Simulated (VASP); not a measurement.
Write the native input for VASP 6.6.1 that does the following.

- Task: single point
- Functional: PBE
- Potentials or basis: VASP PAW PBE potentials, release 64 (C, Si)
- Cutoff: 520 eV
- k mesh: 9 × 9 × 1
- Occupations: gaussian, width 0.05 eV
- Spin: collinear spin
- Starting moments: [0.0, 0.0, 0.0, 0.0, 0.0, 0.0, 2.0] μB
- Dipole correction: yes
- Further INCAR settings: ALGO = Normal; EDIFF = 1e-06; NBANDS = 27

The structure of Si4C3 lies in POSCAR:

```
Si4C3
1.0
    3.0967389913      0.0000000000      0.0000000000
   -1.5483694956      2.6818546353      0.0000000000
    0.0000000000      0.0000000000     21.1135575009
C Si
3 4
Direct
    0.0000000000      0.0000000000      0.1894517302
    0.3333333333      0.6666666667      0.3092078063
    0.6666666667      0.3333333333      0.4307637748
    0.3333333333      0.6666666667      0.2193907492
    0.6666666667      0.3333333333      0.3368742035
    0.0000000000      0.0000000000      0.4553262756
    0.6666666667      0.3333333333      0.5630159104
```

These files were run (other wordings do the same):

INCAR

```
PREC = Accurate
ENCUT = 520
EDIFF = 1E-6
ISMEAR = 0
SIGMA = 0.05
LREAL = F
LASPH = T
NELM = 150
ALGO = Normal
ISIF = 2
LWAVE = F
LCHARG = F
ISPIN = 2
MAGMOM = 0 0 0 0 0 0 2
LORBIT = 11
LDIPOL = T
IDIPOL = 3
DIPOL = 0.5 0.5 0.358
GGA = PE
NBANDS = 27
```

KPOINTS

```
Automatic mesh
0
Gamma
  9 9 1
```

Potentials or basis: VASP PAW PBE potentials, release 64 (C, Si).

Run with:

```console
$ cat potpaw_PBE.64/C/POTCAR potpaw_PBE.64/Si/POTCAR > POTCAR
$ mpirun -np 1 vasp_std > vasp.out
```

Results of the run:

```json
{"Largest force": "3.350 eV/Å", "Net moment": "-0.81 μB per cell", "Site moments": "C -0.35, -0.06, -0.01; Si +0.01, -0.00 μB", "Valence electrons inside the program's atomic spheres": "C 2.39, 2.54, 2.53; Si 1.67, 1.66, 1.65, 1.48"}
```

Run time: 10 min on 1 thread of AMD EPYC 7R13, on a shared host, peak memory 0.36 GiB.
